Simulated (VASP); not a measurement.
Wanted: the native input for a VASP 6.6.1 run.

```
Task                   : single point
Functional             : PBE
Potentials or basis    : VASP PAW PBE potentials, release 64 (B, N)
Cutoff                 : 520 eV
k mesh                 : 12 × 12 × 6
Occupations            : gaussian, width 0.05 eV
Spin                   : no spin polarisation
Dipole correction      : no
Further INCAR settings : ALGO = Normal; EDIFF = 1e-07; NBANDS = 16
```

The structure of BN lies in POSCAR:

```
BN
1.0
    2.7582547698      0.0000000000      0.0000000000
   -1.3791273849      2.3887187008      0.0000000000
    0.0000000000      0.0000000000      4.5650034000
B N
2 2
Direct
    0.6666666667      0.3333333333      0.9997240000
    0.3333333333      0.6666666667      0.4997240000
    0.6666666667      0.3333333333      0.6252760000
    0.3333333333      0.6666666667      0.1252760000
```

This cell differs from its parent crystal: strain +0.080 along x and y, +0.080 along z.

These files were run (other wordings do the same):

INCAR

```
ALGO = Normal
EDIFF = 1E-7
ENCUT = 520
GGA = PE
ISIF = 2
ISMEAR = 0
LASPH = True
LCHARG = False
LREAL = False
LWAVE = False
NBANDS = 16
NELM = 60
PREC = Accurate
SIGMA = 0.05
```

KPOINTS

```
k-points
0
Gamma
  12 12 6
```

Potentials or basis: VASP PAW PBE potentials, release 64 (B, N).

The run is started by

```console
$ cat potpaw_PBE.64/B/POTCAR potpaw_PBE.64/N/POTCAR > POTCAR
$ mpirun -np 1 vasp_std > vasp.out
```

It gave:

```yaml
Pressure: -55.7 GPa
Largest_force: 0.153 eV/Å
Band_gap_on_the_k_mesh: 5.40 eV, indirect (least direct gap 6.55 eV)
```

Caveat: the cell differs from its parent crystal (strain +0.080 along x and y, +0.080 along z).

It took 58 s on 1 thread of Intel Xeon 8259CL, on a shared host, peak memory 0.17 GiB.
